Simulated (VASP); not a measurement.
A run of VASP 6.6.1 is set up as follows.

INCAR

```
SYSTEM = TePb
PREC = Accurate
ENCUT = 520
EDIFF = 1E-6
ISMEAR = 0
SIGMA = 0.01
LREAL = .False.
LASPH = .True.
NELM = 80
ALGO = Normal
ISIF = 2
LWAVE = .False.
LCHARG = .False.
GGA = PS
NBANDS = 17
```

KPOINTS

```
Automatic mesh
0
Gamma
  6 6 6
  0 0 0
```

The input POSCAR:

```
TePb
1.0
    0.0000000000      3.2310000000      3.2310000000
    3.2310000000      0.0000000000      3.2310000000
    3.2310000000      3.2310000000      0.0000000000
Te Pb
1 1
Direct
    0.5077375426      0.4922624574      0.5077375426
    0.0000000000      0.0000000000      0.0000000000
```

Potentials or basis: VASP PAW PBE potentials, release 64 (Te, Pb_d).

Run with:

```console
$ cat potpaw_PBE.64/Te/POTCAR potpaw_PBE.64/Pb_d/POTCAR > POTCAR
$ mpirun -np 1 vasp_std > vasp.out
```

(1) Predict the pressure.

(2) What does it give for the largest force?

(3) Estimate the band gap on the k mesh.

Answers

(1) -0.4 GPa.

(2) 0.015 eV/Å.

(3) 0.68 eV, direct.

Caveat: the PAW data sets were made with another functional, which shifts forces and pressure a little; spin-orbit coupling is left out, which moves the levels of the heavy elements.
